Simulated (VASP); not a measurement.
The system is Co.

```
Co
1.0
     0.00000    1.74369    1.74369
     1.74369    0.00000    1.74369
     1.74369    1.74369    0.00000
Co
1
Cartesian
  0.0000 0.0000 0.0000
```

```yaml
Program: VASP 6.6.1
Task: relaxation of cell and atoms
Functional: PBEsol
Potentials_or_basis: VASP PAW PBE potentials, release 64 (Co)
Cutoff: 600 eV
k_mesh: 20 × 20 × 20
Occupations: gaussian, width 0.1 eV
Spin: collinear spin, ferromagnetic start
Starting_moments: "[1.93] μB"
```

At the start: pressure -4.9 GPa; volume 10.60 Å³/atom.

**Question.** How do energy, volume and symmetry change on relaxing?

**Answer.** Over 3 steps the energy falls by 3.4 meV/atom and the volume is 10.39 Å³/atom (-2.1 %); space group Fm-3m (No. 225, to 0.05 Å); moment 1.61 μB per cell.

The path:
| step | energy change (eV) | largest force (eV/Å) | pressure (GPa) | volume (Å³) |
| --- | --- | --- | --- | --- |
| 1 | 0.0000 | 0.0000 | -4.89 | 10.60 |
| 2 | 0.0023 | 0.0000 | 7.01 | 10.11 |
| 3 | -0.0034 | 0.0000 | -0.01 | 10.39 |

Final structure:
```yaml
crystal:
  lattice:
    - [0.00000, 1.73169, 1.73169]
    - [1.73169, 0.00000, 1.73169]
    - [1.73169, 1.73169, 0.00000]
  atoms:
    - { symbol: Co, position: [0.00000, 0.00000, 0.00000] }
```

Caveat: the PAW data sets were made with another functional, which shifts forces and pressure a little.
